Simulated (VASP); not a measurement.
Set up this calculation in VASP 6.6.1, as the native input.

| Property | Result |
| --- | --- |
| Task | single point |
| Functional | PBE |
| Potentials or basis | VASP PAW PBE potentials, release 64 (Te, O) |
| Cutoff | 520 eV |
| k mesh | 3 × 3 × 3 |
| Occupations | gaussian, width 0.1 eV |
| Spin | no spin polarisation |
| Dipole correction | no |
| Further INCAR settings | ALGO = Normal; EDIFF = 1e-07; NBANDS = 23 |

The structure of Te3O2 lies in POSCAR:

```
Te3O2
1.0
    3.6380200531      2.1004118556      2.5932206603
   -3.6380200531      2.1004118556      2.5932206603
    0.0000000000     -4.2008237153      2.5932206569
Te O
3 2
Direct
    0.0000000000      0.5000000000      0.0000000000
    0.0000000000      0.0000000000      0.5000000000
    0.5000000000      0.0000000000      0.0000000000
    0.7534791078      0.7534791078      0.7534791078
    0.2465208922      0.2465208922      0.2465208922
```

The cell was generated, and may not be a known phase.

One way to write it, as run:

INCAR

```
ALGO     = Normal         # electronic algorithm
EDIFF    = 1E-7           # SCF threshold, eV
ENCUT    = 520            # plane-wave cutoff, eV
GGA      = PE             # functional
ISIF     = 2              # what is computed and relaxed
ISMEAR   = 0              # smearing method
LASPH    = T              # aspherical terms in the spheres
LCHARG   = F              # write CHGCAR
LREAL    = F              # projectors in reciprocal space
LWAVE    = F              # write WAVECAR
NBANDS   = 23             # bands
NELM     = 80             # most SCF steps
PREC     = Accurate       # precision mode
SIGMA    = 0.1            # smearing width, eV
```

KPOINTS

```
k-points
0
Gamma
  3 3 3
```

Potentials or basis: VASP PAW PBE potentials, release 64 (Te, O).

Run with:

```console
$ cat potpaw_PBE.64/Te/POTCAR potpaw_PBE.64/O/POTCAR > POTCAR
$ mpirun -np 1 vasp_std > vasp.out
```

It gave:

```json
{"Pressure": "-0.5 GPa", "Largest force": "0.025 eV/Å", "Band gap on the k mesh": "zero (bands 15 and 16 overlap by 1.16 eV)"}
```

Caveat: the k points lie up to 0.43 Å⁻¹ apart, too coarse for converged energies and pressures of a metal; spin-orbit coupling is left out, which moves the levels of the heavy elements.

Wall time 15 s on 1 thread of Oxide Virtual Turin-like Processor, with other jobs on the host, peak memory 0.2 GiB.
